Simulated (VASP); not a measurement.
Here is a VASP 6.6.1 calculation.

Contents of INCAR:

```
SYSTEM = AgBr
PREC = Accurate ; ENCUT = 500
EDIFF = 1E-6 ; ISMEAR = -1
SIGMA = 0.02 ; LREAL = .FALSE.
LASPH = .TRUE. ; NELM = 120
ALGO = Normal ; ISIF = 2
LWAVE = .FALSE. ; LCHARG = .TRUE.
GGA = PE ; LELF = .TRUE.
LVHAR = .TRUE. ; NBANDS = 16
GGA_COMPAT = .FALSE.
```

File KPOINTS:

```
regular mesh
0
G
  8 8 8
  0 0 0
```

Contents of POSCAR:

```
AgBr
1.0
    0.0000000000      2.9200236241      2.9200236241
    2.9200236241      0.0000000000      2.9200236241
    2.9200236241      2.9200236241      0.0000000000
Ag Br
1 1
Direct
    0.0000000000      0.0000000000      0.0000000000
    0.5000000000      0.5000000000      0.5000000000
```

Potentials or basis: VASP PAW PBE potentials, release 64 (Ag, Br).

Run with:

```sh
$ cat potpaw_PBE.64/Ag/POTCAR potpaw_PBE.64/Br/POTCAR > POTCAR
$ mpirun -np 1 vasp_std > vasp.out
```

(1) Predict the pressure.

(2) Predict the band gap on the k mesh.

Results:

(1) 0.0 GPa.

(2) 0.69 eV (least direct gap 2.44 eV).
